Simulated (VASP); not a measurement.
# SiC (a cell with a defect) in VASP: single point with PBEsol

Aim: the single point of SiC (a cell with a defect) with PBEsol.

All numbers are computed with VASP 6.6.1; they aren't measurements. Logs are shortened: lines on timing, memory, paths and dates and some standing lists are left out, and cuts for length are marked.

**1. The cell of the first run**

The cell holds a defect, 94 atoms: a = 9.234 Å, b = 10.663 Å, c = 10.076 Å, α = 90.00°, β = 90.00°, γ = 90.00°.

**2. Single point, PBEsol**

Contents of INCAR:

```
SYSTEM = SiC
PREC = Accurate
ENCUT = 520
EDIFF = 1E-6
ISMEAR = -1
SIGMA = 0.05
LREAL = Auto
LASPH = .TRUE.
NELM = 100
ALGO = Normal
ISIF = 2
LWAVE = .FALSE.
LCHARG = .FALSE.
GGA = PS
NBANDS = 241
ISYM = 0
```

Contents of KPOINTS:

```
Automatic mesh
0
Gamma
  1 1 1
  0.25 0.25 0.25
```

Contents of POSCAR:

```
SiC
1.0
    9.2342040000      0.0000000000      0.0000000000
    0.0000000000     10.6627400000      0.0000000000
    0.0000000000      0.0000000000     10.0759470000
Si C
47 47
Direct
    0.0001020000      0.9992790000      0.4992950000
    0.3336520000      0.9992770000      0.4987020000
    0.1677500000      0.2520130000      0.4985280000
    0.0039570000      0.5021110000      0.4991070000
    0.6671010000      0.9996730000      0.4993310000
    0.4988120000      0.2521010000      0.4987810000
    0.1694570000      0.7467190000      0.4980540000
    0.8334940000      0.2503560000      0.4989970000
    0.6646790000      0.5012050000      0.4990270000
    0.4988330000      0.7467430000      0.4981950000
    0.8339860000      0.7501500000      0.4985110000
    0.0004610000      0.1667210000      0.2505520000
    0.3334970000      0.1668480000      0.2496810000
    0.1666920000      0.4171140000      0.2514780000
    0.0005780000      0.6667260000      0.2493930000
    0.6663500000      0.1671350000      0.2504020000
    0.5010180000      0.4171570000      0.2512450000
    0.3339180000      0.6655320000      0.2523950000
    0.1671970000      0.9156890000      0.2503730000
    0.8340200000      0.4172720000      0.2502230000
    0.6670710000      0.6666930000      0.2493820000
    0.5002330000      0.9158700000      0.2503230000
    0.8336120000      0.9168210000      0.2498810000
    0.1677390000      0.0837550000      0.7499940000
    0.9995580000      0.3334280000      0.7500020000
    0.4989190000      0.0840920000      0.7500740000
    0.3333800000      0.3340110000      0.7533230000
    0.1665900000      0.5833140000      0.7531110000
    0.0007170000      0.8322750000      0.7499970000
    0.8337410000      0.0827410000      0.7500650000
    0.6674600000      0.3328620000      0.7500400000
    0.5005650000      0.5828320000      0.7530260000
    0.3336210000      0.8335260000      0.7498560000
    0.8333110000      0.5846480000      0.7503440000
    0.6663930000      0.8327670000      0.7500300000
    0.0004010000      0.9998760000      0.0001300000
    0.3335500000      0.0002130000      0.0003950000
    0.1659550000      0.2498440000      0.0004260000
    0.9995840000      0.4996540000      0.9999590000
    0.6668070000      0.0000480000      0.0001330000
    0.5009690000      0.2498680000      0.0003100000
    0.3335600000      0.4997530000      0.0027060000
    0.1673390000      0.7505270000      0.0003910000
    0.8335700000      0.2497010000      0.0005790000
    0.6677700000      0.4995500000      0.0001080000
    0.5000230000      0.7505530000      0.0003250000
    0.8335750000      0.7501590000      0.0001940000
    0.0006190000      0.9998670000      0.1873140000
    0.3337020000      0.9997040000      0.1874760000
    0.1670610000      0.2499080000      0.1866430000
    0.0003040000      0.5005860000      0.1858400000
    0.6667870000      0.0000970000      0.1873390000
    0.4999480000      0.2499850000      0.1864260000
    0.3338730000      0.4994120000      0.1879780000
    0.1672060000      0.7494020000      0.1864160000
    0.8335940000      0.2501380000      0.1877380000
    0.6676680000      0.5005870000      0.1859390000
    0.5005680000      0.7494190000      0.1864530000
    0.8337690000      0.7503270000      0.1870220000
    0.0011590000      0.9994350000      0.6871590000
    0.3334940000      0.0001080000      0.6868070000
    0.1678330000      0.2530960000      0.6870040000
    0.0025220000      0.5003320000      0.6873860000
    0.6658600000      0.0004350000      0.6871280000
    0.4988500000      0.2532300000      0.6870510000
    0.1693940000      0.7472760000      0.6867570000
    0.8336760000      0.2496370000      0.6870470000
    0.6650980000      0.4988520000      0.6870690000
    0.4980840000      0.7475050000      0.6868280000
    0.8335120000      0.7502380000      0.6865850000
    0.9993270000      0.1649580000      0.4387910000
    0.3333450000      0.1663720000      0.4377430000
    0.1530960000      0.4114190000      0.4329880000
    0.0001060000      0.6675540000      0.4372510000
    0.6665990000      0.1665060000      0.4384100000
    0.5159770000      0.4109470000      0.4326150000
    0.3344430000      0.6751840000      0.4335790000
    0.1664880000      0.9159400000      0.4384090000
    0.8349910000      0.4176730000      0.4383180000
    0.6680220000      0.6671830000      0.4374180000
    0.5012670000      0.9165960000      0.4383540000
    0.8336260000      0.9162820000      0.4378460000
    0.1670130000      0.0835340000      0.9375200000
    0.9998940000      0.3332940000      0.9376220000
    0.5000620000      0.0835750000      0.9375480000
    0.3334390000      0.3339570000      0.9385340000
    0.1678030000      0.5828560000      0.9383910000
    0.0004920000      0.8330120000      0.9374810000
    0.8336650000      0.0831250000      0.9379520000
    0.6671350000      0.3332070000      0.9376400000
    0.4996190000      0.5828150000      0.9383560000
    0.3336810000      0.8335620000      0.9375280000
    0.8335430000      0.5836480000      0.9370450000
    0.6667530000      0.8332110000      0.9374290000
```

Potentials or basis: VASP PAW PBE potentials, release 64 (Si, C).

Started as:

```sh
$ cat potpaw_PBE.64/Si/POTCAR potpaw_PBE.64/C/POTCAR > POTCAR
$ mpirun -np 1 vasp_std > vasp.out
```

OUTCAR:

```text
SYSTEM = SiC
   PREC = Accurate
   ENCUT = 520
   EDIFF = 1E-6
   ISMEAR = -1
   LREAL = Auto
   LASPH = .TRUE.
   NELM = 100
   ISIF = 2
   GGA = PS
   ISYM = 0

 ion  position               nearest neighbor table
   1  0.000  0.999  0.499-  71 1.87  78 1.88  82 1.88  60 1.89  11 3.07  23 3.07   5 3.08  19 3.08
                            12 3.08   2 3.08   8 3.09  30 3.09  29 3.09  24 3.10   3 3.11   7 3.11
   2  0.334  0.999  0.499-  78 1.88  81 1.88  72 1.88  61 1.90  19 3.07  22 3.07   5 3.08   1 3.08
                            13 3.08  33 3.09   7 3.09  26 3.09  24 3.09  10 3.09   6 3.10   3 3.10
   3  0.168  0.252  0.499-  73 1.83  72 1.88  62 1.90  71 1.91  14 3.05   6 3.06   4 3.07  13 3.07
                            12 3.08   8 3.09  25 3.10   2 3.10  24 3.10   1 3.11  27 3.11
   4  0.004  0.502  0.499-  73 1.81  74 1.87  63 1.90  79 1.90   7 3.02  14 3.05   3 3.07  15 3.07
                            11 3.08  28 3.09  20 3.09  25 3.10  34 3.11   8 3.11   9 3.13
   5  0.667  1.000  0.499-  81 1.87  82 1.88  75 1.88  64 1.89  11 3.07   1 3.08  23 3.08  22 3.08
                            16 3.08   2 3.08   8 3.08  30 3.09  35 3.09  26 3.10   6 3.11  10 3.11
   6  0.499  0.252  0.499-  76 1.83  72 1.88  65 1.90  75 1.90  17 3.05   3 3.06   9 3.07  13 3.08
                            16 3.08   8 3.09  31 3.09   2 3.10  26 3.10   5 3.11  27 3.11
   7  0.169  0.747  0.498-  77 1.82  74 1.88  66 1.90  78 1.90   4 3.02  18 3.03  10 3.04  15 3.07
                            19 3.08   2 3.09  33 3.10  11 3.10  28 3.11   1 3.11  29 3.12
   8  0.833  0.250  0.499-  71 1.88  75 1.88  79 1.89  67 1.89  12 3.07  16 3.07  20 3.07   5 3.08
                            31 3.09   3 3.09  25 3.09   1 3.09   6 3.09   9 3.10  30 3.10   4 3.11
   9  0.665  0.501  0.499-  76 1.81  80 1.88  68 1.89  79 1.91  10 3.03  17 3.05   6 3.07  21 3.07
[... 110 lines left out ...]
  81  0.501  0.917  0.438-   5 1.87   2 1.88  22 1.89  10 1.91
  82  0.834  0.916  0.438-  11 1.87   1 1.88   5 1.88  23 1.89
  83  0.167  0.084  0.938-  38 1.88  37 1.89  36 1.89  24 1.89
[... 9 lines left out ...]
  93  0.834  0.584  0.937-  34 1.88  45 1.88  39 1.89  47 1.89
  94  0.667  0.833  0.937-  46 1.88  47 1.89  40 1.89  35 1.89

IMPORTANT INFORMATION: All symmetrisations will be switched off!
NOSYMM: (Re-)initialisation of all symmetry stuff for point group C_1.

----------------------------------------------------------------------------------------

                                     Primitive cell

  volume of cell :     992.0971

  direct lattice vectors                    reciprocal lattice vectors
     9.234204000  0.000000000  0.000000000     0.108293037  0.000000000  0.000000000
     0.000000000 10.662740000  0.000000000     0.000000000  0.093784524  0.000000000
     0.000000000  0.000000000 10.075947000     0.000000000  0.000000000  0.099246254

  length of vectors
     9.234204000 10.662740000 10.075947000     0.108293037  0.093784524  0.099246254

  position of ions in fractional coordinates (direct lattice)
     0.000102000  0.999279000  0.499295000
     0.333652000  0.999277000  0.498702000
     0.167750000  0.252013000  0.498528000
     0.003957000  0.502111000  0.499107000
     0.667101000  0.999673000  0.499331000
     0.498812000  0.252101000  0.498781000
[... 86 lines left out ...]
     0.833543000  0.583648000  0.937045000
     0.666753000  0.833211000  0.937429000

  ion indices of the primitive-cell ions
   primitive index   ion index
                 1           1
                 2           2
                 3           3
                 4           4
                 5           5
                 6           6
[... 86 lines left out ...]
                93          93
                94          94

[... 33 lines left out ...]
   number of dos      NEDOS =    301   number of ions     NIONS =     94
   total plane-waves  NPLWV = 448000
   dimension x,y,z NGX =    70 NGY =   80 NGZ =   80
   dimension x,y,z NGXF=   140 NGYF=  160 NGZF=  160
   ions per type =              47  47
   NGX,Y,Z   is equivalent  to a cutoff of  12.60, 12.47, 13.20 a.u.
   NGXF,Y,Z  is equivalent  to a cutoff of  25.20, 24.95, 26.40 a.u.
 SYSTEM =  SiC
   PREC   = accura    normal or accurate (medium, high low for compatibility)
   ISTART =      0    job   : 0-new  1-cont  2-samecut
   ICHARG =      2    charge: 1-file 2-atom 10-const
   ISPIN  =      1    spin polarized calculation?
   LNONCOLLINEAR =      F non collinear calculations
   LSORBIT =      F    spin-orbit coupling
   LASPH  =      T    aspherical Exc in radial PAW
   ENCUT  =  520.0 eV  38.22 Ry    6.18 a.u.  17.17 19.83 18.73*2*pi/ulx,y,z
   NELM   =    100;   NELMIN=  2; NELMDL= -5     # of ELM steps
   EDIFF  = 0.1E-05   stopping-criterion for ELM
   LREAL  =      T    real-space projection
   EDIFFG = 0.1E-04   stopping-criterion for IOM
   NSW    =      0    number of steps for IOM
   IBRION =     -1    ionic relax: 0-MD 1-quasi-New 2-CG
   NFREE  =      0    steps in history (QN), initial steepest desc. (CG)
   ISIF   =      2    stress and relaxation
   ISYM   =      0    0-nonsym 1-usesym 2-fastsym
   POTIM  = 0.5000    time-step for ionic-motion
   TEBEG  =    0.0;   TEEND  =   0.0 temperature during run
   PSTRESS=    0.0 pullay stress
   NELECT =     376.0000    total number of electrons
   NUPDOWN=      -1.0000    fix difference up-down
   EMIN   =  10.00;   EMAX   =-10.00  energy-range for DOS
   EFERMI =   0.00;   METHOD = LEGACY
   ISMEAR =    -1;   SIGMA  =   0.05  broadening in eV -4-tet -1-fermi 0-gaus
   EFERMI_NEDOS =   21; number of points for ismear=-14 and -15
   IALGO  =     38    algorithm
   IMIX   =      4    mixing-type and parameters
     AMIX     =   0.40;   BMIX     =  1.00
     AMIX_MAG =   1.60;   BMIX_MAG =  1.00
  volume/ion in A,a.u.               =      10.55        71.22
  Fermi-wavevector in a.u.,A,eV,Ry     =   1.184730  2.238815 19.096936  1.403585
  Thomas-Fermi vector in A             =   2.320938
   LORBIT       =      0    0 simple, 1 ext, 2 COOP (PROOUT), +10 PAW based schemes
   GGA     = PS    functional components
   LHFCALC =     F    Hartree Fock is set to
   AEXX    =    0.0000 exact exchange contribution
   IVDW    =     0    specifies the selected vdW correction
   LEPSILON=     F    determine dielectric tensor
   LRPA    =     F    only Hartree local field effects (RPA)
 non-spin polarized calculation
  energy-cutoff  :      520.00
  volume of cell :      992.10
 maximum number of plane-waves:     26706
 NGX is ok and might be reduce to    70
   NGX = 35   NGY = 39   NGZ = 37

 number of electron     376.0000014 magnetization

 Free energy of the ion-electron system (eV)
  ---------------------------------------------------
  ext. energy  EPLUGINS =         0.00000000
  ---------------------------------------------------
  free energy    TOTEN  =      -740.42683717 eV

  energy without entropy =     -740.36930374  energy(sigma->0) =     -740.39807045

 E-fermi :   8.6011     XC(G=0): -11.3962

 val. band max:        8.4852448395   @ k =  -0.2500   0.2500  -0.2500
 cond. band min:       8.7130868261   @ k =  -0.2500   0.2500  -0.2500
 fundamental gap:      0.2278419866
 Fermi energy:         8.6010689827

 k-point     1 :       0.2500    0.2500    0.2500
  band No.  band energies     occupation
      1      -7.3866      2.00000
      2      -6.8700      2.00000
      3      -6.7725      2.00000
      4      -6.6435      2.00000
      5      -6.2523      2.00000
      6      -6.1654      2.00000
[... 801 lines left out ...]
    199      11.4440      0.00000
    200      11.5274      0.00000
 [bands above 200 left out]

------------------------ aborting loop because EDIFF is reached ----------------------------------------

  FORCE on cell =-STRESS in cart. coord.  units (eV):
  Direction    XX          YY          ZZ          XY          YZ          ZX
  --------------------------------------------------------------------------------------
  -------------------------------------------------------------------------------------
  Total       -3.4293746     -2.6489657      7.2916812      0.3278854      0.1849872      0.0093732
  in kB       -5.5382346     -4.2779210     11.7756286      0.5295152      0.2987432      0.0151371
  external PRESSURE =       0.6531577 kB  Pullay stress =       0.0000000 kB

 VOLUME and BASIS-vectors are now :
 -----------------------------------------------------------------------------
  energy-cutoff  :      520.00
  volume of cell :      992.10
      direct lattice vectors                 reciprocal lattice vectors
     9.234204000  0.000000000  0.000000000     0.108293037  0.000000000  0.000000000
     0.000000000 10.662740000  0.000000000     0.000000000  0.093784524  0.000000000
     0.000000000  0.000000000 10.075947000     0.000000000  0.000000000  0.099246254

 POSITION                                       TOTAL-FORCE (eV/Angst)
 -----------------------------------------------------------------------------------
      0.00094     10.65505      5.03087         0.028145     -0.067499      0.026797
      3.08101     10.65503      5.02489        -0.000298     -0.001814      0.007878
      1.54904      2.68715      5.02314        -0.013707     -0.018979      0.020021
      0.03654      5.35388      5.02898        -0.008522     -0.037503      0.027959
      6.16015     10.65925      5.03123         0.015740      0.071515     -0.014310
      4.60613      2.68809      5.02569        -0.034588      0.004253     -0.001754
[... 86 lines left out ...]
      7.69711      6.22329      9.44162         0.006194      0.002787      0.014364
      6.15693      8.88431      9.44548         0.007637      0.002035      0.013649
 -----------------------------------------------------------------------------------
    total drift:                               -0.028308     -0.040388      0.048084

  FREE ENERGIE OF THE ION-ELECTRON SYSTEM (eV)
  ---------------------------------------------------
  free  energy   TOTEN  =      -740.4268371665 eV

  energy  without entropy=     -740.3693037402  energy(sigma->0) =     -740.39807045
```

Run time: 41 min. Hardware: 1 thread of Intel Xeon Platinum 8488C (Sapphire Rapids), shared host; peak memory 1.2 GiB.

Results:

| Property | Result |
| --- | --- |
| Free energy | -740.4268 eV |
| Pressure | 0.1 GPa |
| Largest force | 0.183 eV/Å |
| Band gap on the k mesh | 0.23 eV |

Forces on the atoms (eV/Å):
```
Si   0.028 -0.067  0.027
Si   0.000 -0.002  0.008
Si  -0.014 -0.019  0.020
Si  -0.009 -0.038  0.028
Si   0.016  0.072 -0.014
Si  -0.035  0.004 -0.002
Si   0.012 -0.024  0.017
Si   0.004  0.023  0.003
Si   0.068  0.086  0.004
Si   0.016  0.031  0.007
Si  -0.031 -0.016  0.008
Si   0.020  0.007 -0.002
Si   0.015 -0.004  0.005
Si   0.024 -0.006 -0.010
Si   0.011 -0.006 -0.015
Si   0.008 -0.007 -0.008
Si  -0.005 -0.017  0.000
Si   0.006 -0.007 -0.002
Si   0.012  0.010 -0.006
Si   0.008 -0.006  0.007
Si   0.000 -0.010  0.025
Si   0.005 -0.007 -0.001
Si   0.010  0.003 -0.008
Si   0.010  0.020 -0.004
Si   0.014  0.003 -0.023
Si   0.013 -0.010 -0.009
Si  -0.012  0.019 -0.023
Si   0.039 -0.017  0.020
Si   0.019 -0.004  0.012
Si  -0.002 -0.010  0.000
Si   0.008 -0.023  0.009
Si   0.020  0.014 -0.043
Si   0.009 -0.010 -0.001
Si   0.022 -0.005 -0.010
Si   0.002  0.005 -0.022
Si   0.007 -0.005 -0.007
Si   0.003 -0.006 -0.003
Si   0.005 -0.003 -0.008
Si   0.004 -0.005 -0.001
Si   0.003 -0.007 -0.008
Si   0.000  0.000  0.002
Si   0.025  0.002  0.000
Si   0.010  0.002 -0.015
Si  -0.003 -0.003 -0.005
Si  -0.011  0.000 -0.020
Si  -0.001 -0.002 -0.009
Si   0.005  0.003 -0.014
C   -0.007 -0.002  0.006
C   -0.012  0.000  0.008
C   -0.016  0.002  0.011
C   -0.010  0.007  0.019
C   -0.010  0.004  0.005
C   -0.009  0.008  0.008
C   -0.011  0.016  0.008
C   -0.013 -0.010  0.017
C    0.004  0.006  0.006
C   -0.021 -0.007  0.018
C   -0.008  0.007 -0.001
C    0.002 -0.003  0.008
C    0.004  0.059 -0.004
C    0.002  0.006 -0.012
C   -0.014  0.001 -0.016
C   -0.035 -0.126 -0.042
C   -0.002 -0.060  0.014
C    0.006 -0.008 -0.009
C   -0.005  0.043 -0.022
C   -0.003  0.002 -0.016
C   -0.035  0.118  0.014
C    0.001 -0.032 -0.009
C   -0.012  0.005 -0.006
C    0.096  0.149 -0.043
C    0.002  0.004 -0.010
C    0.008 -0.039 -0.005
C    0.003  0.011  0.005
C    0.085 -0.136  0.044
C   -0.126 -0.022 -0.030
C   -0.074  0.021 -0.001
C   -0.026  0.062 -0.001
C   -0.107 -0.006  0.021
C    0.007 -0.009 -0.001
C   -0.018 -0.061  0.010
C   -0.017  0.009 -0.004
C    0.006  0.002  0.011
C    0.002  0.004  0.005
C    0.000 -0.001  0.006
C    0.000  0.001  0.013
C   -0.003  0.010  0.012
C    0.005 -0.005 -0.001
C   -0.004  0.008  0.002
C    0.008  0.002  0.007
C   -0.009 -0.009  0.016
C   -0.009  0.007  0.004
C    0.006  0.003  0.014
C    0.008  0.002  0.014
```

Stress tensor (GPa, compression positive):
```
-0.55  0.05  0.00
 0.05 -0.43  0.03
 0.00  0.03  1.18
```

Caveat: the k points lie up to 0.68 Å⁻¹ apart; the PAW data sets were made with another functional, which shifts forces and pressure a little.
